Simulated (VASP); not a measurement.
Set up this calculation in VASP 6.6.1, as the native input.

| Item | Value |
| --- | --- |
| Task | electric field gradients |
| Functional | PBEsol |
| Potentials or basis | VASP PAW PBE potentials, release 64 (W_sv, C) |
| Cutoff | 520 eV |
| k mesh | 14 × 14 × 13 |
| Occupations | fermi-dirac, width 0.05 eV |
| Spin | no spin polarisation |
| Dipole correction | no |
| Further INCAR settings | ALGO = Normal; EDIFF = 1e-08; NBANDS = 16 |

The structure of WC lies in POSCAR:

```
WC
1.0
    2.9101377242      0.0000000000      0.0000000000
   -1.4550688621      2.5202531977      0.0000000000
    0.0000000000      0.0000000000      2.8383987401
W C
1 1
Direct
    0.0000000000      0.0000000000      0.0000000000
    0.6666666667      0.3333333333      0.5000000000
```

This cell differs from its parent crystal: volume scaled by 1.01.

The input as run:

INCAR

```
SYSTEM = WC
PREC = Accurate ; ENCUT = 520
EDIFF = 1E-8 ; ISMEAR = -1
SIGMA = 0.05 ; LREAL = .FALSE.
LASPH = .TRUE. ; NELM = 100
ALGO = Normal ; ISIF = 2
LWAVE = .FALSE. ; LCHARG = .FALSE.
GGA = PS ; LEFG = .TRUE.
NBANDS = 16
```

KPOINTS

```
Automatic mesh
0
G
  14 14 13
  0 0 0
```

Potentials or basis: VASP PAW PBE potentials, release 64 (W_sv, C).

The run is started by

```console
$ cat potpaw_PBE.64/W_sv/POTCAR potpaw_PBE.64/C/POTCAR > POTCAR
$ mpirun -np 1 vasp_std > vasp.out
```

Results of the run:

```
Pressure               : -3.5 GPa
Band gap on the k mesh : zero (band 9 reaches 11.64 eV, above the bottom of band 10 at 10.31 eV)
```

Caveat: without QUAD_EFG the Cq values of the log hold for a quadrupole moment of 1 mb, not for the nuclei; the PAW data sets were made with another functional, which shifts forces and pressure a little; spin-orbit coupling is left out, which moves the levels of the heavy elements.

Wall time 63 s on 1 thread of Intel(R) Xeon(R) Platinum 8259CL CPU @ 2.50GHz (Skylake/Cascade Lake), on a shared host, peak memory 0.18 GiB.
